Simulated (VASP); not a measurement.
Here is a VASP 6.6.1 calculation.

Contents of INCAR:

```
PREC = Accurate
ENCUT = 520
EDIFF = 1E-7
ISMEAR = 0
SIGMA = 0.02
LREAL = False
LASPH = True
NELM = 120
ALGO = Normal
ISIF = 2
LWAVE = False
LCHARG = False
GGA = PE
IBRION = 2
NSW = 60
EDIFFG = -0.002
GGA_COMPAT = False
NELMIN = 4
```

Contents of KPOINTS:

```
Automatic mesh
0
Gamma
  9 9 9
```

POSCAR

```
SiC
1.0
    0.0035229302      2.1605470828      2.1605470828
    2.1605470828      0.0035229302      2.1605470828
    2.1605470828      2.1605470828      0.0035229302
Si C
1 1
Direct
    0.0007751492      0.0007751492      0.0007751492
    0.2492248508      0.2492248508      0.2492248508
```

Potentials or basis: VASP PAW PBE potentials, release 64 (Si, C).

The run is started by

```console
$ cat potpaw_PBE.64/Si/POTCAR potpaw_PBE.64/C/POTCAR > POTCAR
$ mpirun -np 1 vasp_std > vasp.out
```

Q: Estimate the band gap on the k mesh.

A: 1.47 eV, indirect (least direct gap 4.64 eV).

Q: Estimate the energy gained by relaxing.

A: 0.5 meV/atom.

Stress tensor (GPa, compression positive):
```
 9.85 -0.42 -0.42
-0.42  9.85 -0.42
-0.42 -0.42  9.85
```

Caveat: the cell differs from its parent crystal (strained cell). A k mesh can miss the band edges.
